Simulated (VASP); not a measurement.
# Se (P6_3/mmc) in VASP: further runs

Runs on Se. Level: PBE. Tasks: single point.

All numbers are computed with VASP 6.6.1; they aren't measurements. Logs are shortened: lines on timing, memory, paths and dates and some standing lists are left out, and cuts for length are marked.

## (1) The cell of the first run

It takes space group P6_3/mmc (No. 194, hexagonal). The conventional cell has a = 3.609 Å, b = 3.609 Å, c = 3.736 Å, α = 90.00°, β = 90.00°, γ = 120.00°. Se (site symmetry -6m2) has 14 Se at 2.80 to 3.74 Å within 3.8 Å.

This isn't the form of Se at room conditions, which is trigonal, of chains.

## (2) Single point, PBE (21.07 Å³/atom)

Contents of INCAR:

```
SYSTEM = Se
PREC = Accurate ; ENCUT = 520
EDIFF = 1E-6 ; ISMEAR = -1
SIGMA = 0.03 ; LREAL = .False.
LASPH = .True. ; NELM = 100
ALGO = Normal ; ISIF = 2
LWAVE = .False. ; LCHARG = .False.
GGA = PE ; NBANDS = 13
```

Contents of KPOINTS:

```
regular mesh
0
Gamma
  19 19 10
  0 0 0
```

Contents of POSCAR:

```
Se
1.0
    3.6092353013      0.0000000000      0.0000000000
   -1.8046176506      3.1256894592      0.0000000000
    0.0000000000      0.0000000000      3.7356380842
Se
2
Direct
    0.3333333333      0.6666666667      0.2500000000
    0.6666666667      0.3333333333      0.7500000000
```

Potentials or basis: VASP PAW PBE potentials, release 64 (Se).

Launch:

```console
cat potpaw_PBE.64/Se/POTCAR > POTCAR
mpirun -np 1 vasp_std > vasp.out
```

OUTCAR:

```text
SYSTEM = Se
   PREC = Accurate
   ENCUT = 520
   EDIFF = 1E-6
   ISMEAR = -1
   LREAL = .False.
   LASPH = .True.
   NELM = 100
   ISIF = 2
   GGA = PE

 ion  position               nearest neighbor table
   1  0.333  0.667  0.250-
   2  0.667  0.333  0.750-

  LATTYP: Found a hexagonal cell.
 ALAT       =     3.6092353013
 C/A-ratio  =     1.0350220399

  Lattice vectors:

 A1 = (   3.6092353013,   0.0000000000,   0.0000000000)
 A2 = (  -1.8046176506,   3.1256894592,   0.0000000000)
 A3 = (   0.0000000000,   0.0000000000,   3.7356380842)

Analysis of symmetry for initial positions (statically):
=====================================================================
 Subroutine PRICEL returns:
 Original cell was already a primitive cell.

 Routine SETGRP: Setting up the symmetry group for a
 hexagonal supercell.

 Subroutine GETGRP returns: Found 24 space group operations
 (whereof 12 operations were pure point group operations)
 out of a pool of 24 trial point group operations.

The static configuration has the point symmetry D_3d.
 The point group associated with its full space group is D_6h.

Analysis of symmetry for dynamics (positions and initial velocities):
=====================================================================
 Subroutine PRICEL returns:
 Original cell was already a primitive cell.

 Routine SETGRP: Setting up the symmetry group for a
 hexagonal supercell.

 Subroutine GETGRP returns: Found 24 space group operations
 (whereof 12 operations were pure point group operations)
 out of a pool of 24 trial point group operations.

The dynamic configuration has the point symmetry D_3d.
 The point group associated with its full space group is D_6h.

 Subroutine INISYM returns: Found 24 space group operations
 (whereof 12 operations are pure point group operations),
 and found     1 'primitive' translations

----------------------------------------------------------------------------------------

                                     Primitive cell

  volume of cell :      42.1430

  direct lattice vectors                    reciprocal lattice vectors
     3.609235301  0.000000000  0.000000000     0.277067001  0.159964707  0.000000000
    -1.804617651  3.125689459  0.000000000     0.000000000  0.319929415  0.000000000
     0.000000000  0.000000000  3.735638084     0.000000000  0.000000000  0.267691885

  length of vectors
     3.609235301  3.609235301  3.735638084     0.319929415  0.319929415  0.267691885

  position of ions in fractional coordinates (direct lattice)
     0.333333333  0.666666667  0.250000000
     0.666666667  0.333333333  0.750000000

  ion indices of the primitive-cell ions
   primitive index   ion index
                 1           1
                 2           2

----------------------------------------------------------------------------------------

 KPOINTS: regular mesh

Automatic generation of k-mesh.
 Grid dimensions read from file:
 generate k-points for:   19   19   10

 Generating k-lattice:

  Cartesian coordinates                     Fractional coordinates (reciprocal lattice)
     0.014582474  0.008419195  0.000000000     0.052631579  0.000000000  0.000000000
     0.000000000  0.016838390  0.000000000     0.000000000  0.052631579  0.000000000
     0.000000000  0.000000000  0.026769188     0.000000000  0.000000000  0.100000000

  Length of vectors
     0.016838390  0.016838390  0.026769188

  Shift w.r.t. Gamma in fractional coordinates (k-lattice)
     0.000000000  0.000000000  0.000000000

 Subroutine IBZKPT returns following result:
 ===========================================

 Found    240 irreducible k-points:

 Following reciprocal coordinates:
            Coordinates               Weight
  0.000000  0.000000  0.000000      1.000000
  0.052632 -0.000000  0.000000      6.000000
  0.105263 -0.000000  0.000000      6.000000
  0.157895  0.000000  0.000000      6.000000
  0.210526  0.000000  0.000000      6.000000
  0.263158 -0.000000  0.000000      6.000000
[... 16 lines left out ...]
  0.263158  0.105263  0.000000     12.000000
  0.315789  0.105263  0.000000     12.000000
 [... further k-points ...]
   k-points           NKPTS =    240   k-points in BZ     NKDIM =    240   number of bands    NBANDS=     13
   number of dos      NEDOS =    301   number of ions     NIONS =      2
   total plane-waves  NPLWV =  21952
   dimension x,y,z NGX =    28 NGY =   28 NGZ =   28
   dimension x,y,z NGXF=    56 NGYF=   56 NGZF=   56
   ions per type =               2
   NGX,Y,Z   is equivalent  to a cutoff of  12.90, 12.90, 12.46 a.u.
   NGXF,Y,Z  is equivalent  to a cutoff of  25.79, 25.79, 24.92 a.u.
 SYSTEM =  Se
   PREC   = accura    normal or accurate (medium, high low for compatibility)
   ISTART =      0    job   : 0-new  1-cont  2-samecut
   ICHARG =      2    charge: 1-file 2-atom 10-const
   ISPIN  =      1    spin polarized calculation?
   LNONCOLLINEAR =      F non collinear calculations
   LSORBIT =      F    spin-orbit coupling
   LASPH  =      T    aspherical Exc in radial PAW
   ENCUT  =  520.0 eV  38.22 Ry    6.18 a.u.   6.71  6.71  6.95*2*pi/ulx,y,z
   NELM   =    100;   NELMIN=  2; NELMDL= -5     # of ELM steps
   EDIFF  = 0.1E-05   stopping-criterion for ELM
   LREAL  =      F    real-space projection
   EDIFFG = 0.1E-04   stopping-criterion for IOM
   NSW    =      0    number of steps for IOM
   IBRION =     -1    ionic relax: 0-MD 1-quasi-New 2-CG
   NFREE  =      0    steps in history (QN), initial steepest desc. (CG)
   ISIF   =      2    stress and relaxation
   ISYM   =      2    0-nonsym 1-usesym 2-fastsym
   POTIM  = 0.5000    time-step for ionic-motion
   TEBEG  =    0.0;   TEEND  =   0.0 temperature during run
   PSTRESS=    0.0 pullay stress
   NELECT =      12.0000    total number of electrons
   NUPDOWN=      -1.0000    fix difference up-down
   EMIN   =  10.00;   EMAX   =-10.00  energy-range for DOS
   EFERMI =   0.00;   METHOD = LEGACY
   ISMEAR =    -1;   SIGMA  =   0.03  broadening in eV -4-tet -1-fermi 0-gaus
   EFERMI_NEDOS =   21; number of points for ismear=-14 and -15
   IALGO  =     38    algorithm
   IMIX   =      4    mixing-type and parameters
     AMIX     =   0.40;   BMIX     =  1.00
     AMIX_MAG =   1.60;   BMIX_MAG =  1.00
  volume/ion in A,a.u.               =      21.07       142.20
  Fermi-wavevector in a.u.,A,eV,Ry     =   1.077027  2.035286 15.782587  1.159987
  Thomas-Fermi vector in A             =   2.212928
   LORBIT       =      0    0 simple, 1 ext, 2 COOP (PROOUT), +10 PAW based schemes
   GGA     = PE    functional components
   LHFCALC =     F    Hartree Fock is set to
   AEXX    =    0.0000 exact exchange contribution
   IVDW    =     0    specifies the selected vdW correction
   LEPSILON=     F    determine dielectric tensor
   LRPA    =     F    only Hartree local field effects (RPA)
 non-spin polarized calculation
  energy-cutoff  :      520.00
  volume of cell :       42.14
 maximum number of plane-waves:      1154
 NGX is ok and might be reduce to    28
   NGX = 13   NGY = 13   NGZ = 13

 number of electron      12.0000000 magnetization

 Free energy of the ion-electron system (eV)
  ---------------------------------------------------
  ext. energy  EPLUGINS =         0.00000000
  ---------------------------------------------------
  free energy    TOTEN  =        -6.24840664 eV

  energy without entropy =       -6.24613447  energy(sigma->0) =       -6.24727055

 E-fermi :   5.4146     XC(G=0): -10.2840

 val. band max:        5.4074117888   @ k =   0.1053   0.0526   0.4000
 cond. band min:       5.4263463077   @ k =   0.1053   0.1053   0.1000
 fundamental gap:      0.0189345189
 Fermi energy:         5.4145745431

 k-point     1 :       0.0000    0.0000    0.0000
  band No.  band energies     occupation
      1     -11.0883      2.00000
      2      -4.6536      2.00000
      3       0.3719      2.00000
      4       2.8584      2.00000
      5       2.8584      2.00000
      6       6.1959      0.00000
      7       6.1959      0.00000
      8       9.0210      0.00000
      9       9.3190      0.00000
     10      12.6350      0.00000
     11      15.4957      0.00000
     12      15.4957      0.00000
     13      17.1910      0.00000

 k-point     2 :       0.0526   -0.0000    0.0000
  band No.  band energies     occupation
      1     -11.0561      2.00000
      2      -4.6932      2.00000
      3       0.4060      2.00000
      4       2.7593      2.00000
      5       2.7848      2.00000
      6       6.1223      0.00000
      7       6.2809      0.00000
      8       8.9075      0.00000
      9       9.4532      0.00000
     10      12.7904      0.00000
     11      15.3010      0.00000
     12      15.4944      0.00000
     13      17.0878      0.00000

 k-point     3 :       0.1053   -0.0000    0.0000
  band No.  band energies     occupation
      1     -10.9599      2.00000
      2      -4.8135      2.00000
      3       0.5079      2.00000
      4       2.5016      2.00000
      5       2.5912      2.00000
      6       5.9232      0.00000
      7       6.5045      0.00000
      8       8.5878      0.00000
      9       9.8290      0.00000
     10      13.0812      0.00000
     11      15.0333      0.00000
     12      15.5149      0.00000
     13      16.8244      0.00000

 k-point     4 :       0.1579    0.0000    0.0000
  band No.  band energies     occupation
      1     -10.8014      2.00000
      2      -5.0173      2.00000
      3       0.6759      2.00000
      4       2.1691      2.00000
      5       2.3329      2.00000
      6       5.6553      0.00065
      7       6.7999      0.00000
      8       8.1111      0.00000
      9      10.3440      0.00000
     10      13.0586      0.00000
     11      15.3280      0.00000
     12      15.6119      0.00000
     13      16.4918      0.00000

 k-point     5 :       0.2105    0.0000    0.0000
  band No.  band energies     occupation
      1     -10.5838      2.00000
      2      -5.3046      2.00000
      3       0.9069      2.00000
      4       1.8377      2.00000
      5       2.0582      2.00000
      6       5.3798      1.52239
      7       7.1037      0.00000
      8       7.5331      0.00000
      9      10.7443      0.00000
     10      12.9180      0.00000
     11      15.8407      0.00000
     12      16.1535      0.00000
     13      16.1539      0.00000
[... 257 lines left out ...]
 k-point    22 :       0.2105    0.1053    0.0000
  band No.  band energies     occupation
      1     -10.2219      2.00000
      2      -5.7721      2.00000
      3       1.1034      2.00000
      4       1.2923      2.00000
      5       2.0305      2.00000
      6       5.3314      1.88249
      7       6.7279      0.00000
      8       7.1752      0.00000
      9      11.0819      0.00000
     10      12.6818      0.00000
     11      14.8117      0.00000
     12      16.5754      0.00000
     13      17.3364      0.00000

 k-point    23 :       0.2632    0.1053    0.0000
  band No.  band energies     occupation
      1      -9.9078      2.00000
      2      -6.1760      2.00000
      3       0.7324      2.00000
      4       1.6277      2.00000
      5       2.0224      2.00000
      6       5.1117      1.99992
      7       6.1202      0.00000
      8       7.3571      0.00000
      9      10.6975      0.00000
     10      13.3303      0.00000
     11      14.3866      0.00000
     12      17.1988      0.00000
     13      17.5683      0.00000

 k-point    24 :       0.3158    0.1053    0.0000
  band No.  band energies     occupation
      1      -9.5657      2.00000
      2      -6.6025      2.00000
      3       0.4438      2.00000
      4       1.9937      2.00000
      5       2.0499      2.00000
      6       4.9167      2.00000
      7       5.5341      0.03648
      8       7.4885      0.00000
      9      10.2870      0.00000
     10      14.0608      0.00000
     11      14.1894      0.00000
     12      17.4024      0.00000
     13      17.4417      0.00000

 [... further k-points ...]

------------------------ aborting loop because EDIFF is reached ----------------------------------------

  FORCE on cell =-STRESS in cart. coord.  units (eV):
  Direction    XX          YY          ZZ          XY          YZ          ZX
  --------------------------------------------------------------------------------------
  -------------------------------------------------------------------------------------
  Total        1.0131104      1.0131104      1.6902951      0.0000000     -0.0000000      0.0000000
  in kB       38.5160309     38.5160309     64.2609719      0.0000000     -0.0000000      0.0000000
  external PRESSURE =      47.0976779 kB  Pullay stress =       0.0000000 kB

 VOLUME and BASIS-vectors are now :
 -----------------------------------------------------------------------------
  energy-cutoff  :      520.00
  volume of cell :       42.14
      direct lattice vectors                 reciprocal lattice vectors
     3.609235301  0.000000000  0.000000000     0.277067001  0.159964707  0.000000000
    -1.804617651  3.125689459  0.000000000     0.000000000  0.319929415  0.000000000
     0.000000000  0.000000000  3.735638084     0.000000000  0.000000000  0.267691885

 POSITION                                       TOTAL-FORCE (eV/Angst)
 -----------------------------------------------------------------------------------
     -0.00000      2.08379      0.93391         0.000000     -0.000000      0.000000
      1.80462      1.04190      2.80173        -0.000000      0.000000      0.000000
 -----------------------------------------------------------------------------------
    total drift:                               -0.000000      0.000000      0.000000

  FREE ENERGIE OF THE ION-ELECTRON SYSTEM (eV)
  ---------------------------------------------------
  free  energy   TOTEN  =        -6.2484066385 eV

  energy  without entropy=       -6.2461344675  energy(sigma->0) =       -6.24727055
```

It took 32 s on 1 thread of Intel Xeon 6975P-C (Granite Rapids), shared host; peak memory 0.23 GiB.

Results:

* Free energy: -6.2484 eV
* Pressure: 4.7 GPa
* Band gap on the k mesh: zero (bands 6 and 7 overlap by 2.12 eV)

Levels at points of the mesh, in eV from the Fermi level:
| k point | band 4 | band 5 | band 6 | band 7 | band 8 | band 9 |
| --- | --- | --- | --- | --- | --- | --- |
| (0.00, 0.00, 0.00) | -2.56 | -2.56 | 0.78 | 0.78 | 3.61 | 3.90 |
| (0.00, 0.00, 0.50) | -1.06 | -0.76 | -0.76 | -0.76 | -0.76 | 7.96 |

Caveat: the cell stands under pressure.

## (3) Single point, PBE (21.73 Å³/atom)

This run uses another cell than the first one, of 21.73 Å³/atom.

Contents of INCAR:

```
SYSTEM = Se
PREC = Accurate
ENCUT = 520
EDIFF = 1E-6
ISMEAR = -1
SIGMA = 0.03
LREAL = .FALSE.
LASPH = .TRUE.
NELM = 60
ALGO = Normal
ISIF = 2
LWAVE = .FALSE.
LCHARG = .FALSE.
GGA = PE
NBANDS = 13
```

Contents of KPOINTS:

```
Automatic mesh
0
G
  19 19 10
  0 0 0
```

Contents of POSCAR:

```
Se
1.0
    3.6465836012      0.0000000000      0.0000000000
   -1.8232918006      3.1580340356      0.0000000000
    0.0000000000      0.0000000000      3.7742943978
Se
2
Direct
    0.3333333333      0.6666666667      0.2500000000
    0.6666666667      0.3333333333      0.7500000000
```

Potentials or basis: VASP PAW PBE potentials, release 64 (Se).

Launch:

```console
cat potpaw_PBE.64/Se/POTCAR > POTCAR
mpirun -np 1 vasp_std > vasp.out
```

Wall time 34 s (1 thread of Intel Xeon 6975P-C (Granite Rapids), shared host); peak memory 0.24 GiB.

It converged, with:

```yaml
Free_energy: -6.2766 eV
Pressure: 2.2 GPa
Band_gap_on_the_k_mesh: zero (bands 6 and 7 overlap by 2.11 eV)
```

Stress tensor (GPa, compression positive):
```
1.79 0.00 0.00
0.00 1.79 0.00
0.00 0.00 3.00
```

Levels at points of the mesh, in eV from the Fermi level:
```tsv
k point	band 2	band 3	band 4	band 5	band 6	band 7	band 8	band 9	band 10	band 11
(0.00, 0.00, 0.00)	-10.14	-4.86	-2.46	-2.46	0.77	0.77	3.45	4.05	7.17	10.03
(0.00, 0.00, 0.50)	-14.05	-1.11	-1.11	-0.73	-0.73	-0.73	-0.73	8.02	8.02	8.02
```

(Part 1 of 2 ends here.)
